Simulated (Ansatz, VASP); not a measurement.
Two plane-wave programs on Cd3TeSe2

```
Cd Te Se
1.0
     4.48156    0.00000    0.00000
    -2.24078    3.88114    0.00000
     0.00000    0.00000   10.98006
Cd Te Se
3 1 2
Direct
  0.00000 0.00000 0.00035
  0.33333 0.66667 0.67972
  0.66667 0.33333 0.31931
  0.33333 0.66667 0.41934
  0.00000 0.00000 0.75560
  0.66667 0.33333 0.07568
```

Alike in both runs: functional PBE; k mesh 12 × 12 × 4; occupations gaussian, width 0.01 eV; no spin polarisation.

Ansatz relaxed the structure, and its values are those at the end. VASP's run is a single point on that final structure, the one shown.

|  | VASP | Ansatz |
| --- | --- | --- |
| version | VASP 6.6.1 | Ansatz 0.2.0 |
| potentials or method | VASP PAW PBE potentials, release 64 (Cd, Te, Se), cutoff 520 eV | scalar-relativistic, plane waves, PAW |
| valence electrons in the cell | 54 | 108 |

Ansatz gave:

- gap on the k mesh at the Fermi level (eV): 0.09
- least direct gap on the mesh (eV): 0.09
- pressure (GPa): 0.0
- rms of the force components (eV/Å): 0.001

**Question.** What did VASP give for the same quantities?

**Answer.** gap on the k mesh at the Fermi level (eV): 0.09; least direct gap on the mesh (eV): 0.09; pressure (GPa): 0.2; rms of the force components (eV/Å): 0.004.

The functional is the same, so the differences come from potentials, cutoffs and numerics. VASP's potentials hold 54 valence electrons a cell and Ansatz's 108, so a difference there can come from the potentials and not from the codes.

Neither program's run includes spin-orbit coupling.
